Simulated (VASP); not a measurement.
Set up this calculation in VASP 6.6.1, as the native input.

```
Task                   : single point
Functional             : PBE
Potentials or basis    : VASP PAW PBE potentials, release 64 (B, P, Al)
Cutoff                 : 520 eV
k mesh                 : 6 × 6 × 6
Occupations            : gaussian, width 0.01 eV
Spin                   : no spin polarisation
Dipole correction      : no
Further INCAR settings : ALGO = Normal; EDIFF = 1e-07; NBANDS = 26
```

The structure of Al3BP4 lies in POSCAR:

```
Al3BP4
1.0
    5.2555314897      0.0000000000      0.0000000000
    0.0000000000      5.2555314897      0.0000000000
    0.0000000000      0.0000000000      5.2555314897
B P Al
1 4 3
Direct
    0.0000000000      0.0000000000      0.0000000000
    0.2268043483      0.2268043483      0.2268043483
    0.7731956517      0.7731956517      0.2268043483
    0.7731956517      0.2268043483      0.7731956517
    0.2268043483      0.7731956517      0.7731956517
    0.5000000000      0.5000000000      0.0000000000
    0.5000000000      0.0000000000      0.5000000000
    0.0000000000      0.5000000000      0.5000000000
```

The input as run:

INCAR

```
PREC = Accurate ; ENCUT = 520
EDIFF = 1E-7 ; ISMEAR = 0
SIGMA = 0.01 ; LREAL = False
LASPH = True ; NELM = 80
ALGO = Normal ; ISIF = 2
LWAVE = False ; LCHARG = True
GGA = PE ; LELF = True
LVHAR = True ; NBANDS = 26
```

KPOINTS

```
Automatic mesh
0
Gamma
  6 6 6
```

Potentials or basis: VASP PAW PBE potentials, release 64 (B, P, Al).

Launch:

```console
$ cat potpaw_PBE.64/B/POTCAR potpaw_PBE.64/P/POTCAR potpaw_PBE.64/Al/POTCAR > POTCAR
$ mpirun -np 1 vasp_std > vasp.out
```

It gave:

```
Pressure               : 1.1 GPa
Largest force          : 0.137 eV/Å
Band gap on the k mesh : 1.07 eV, indirect (least direct gap 1.39 eV)
```

Wall time 61 s on 1 thread of Intel Xeon 6975P-C (shared host), peak memory 0.26 GiB.
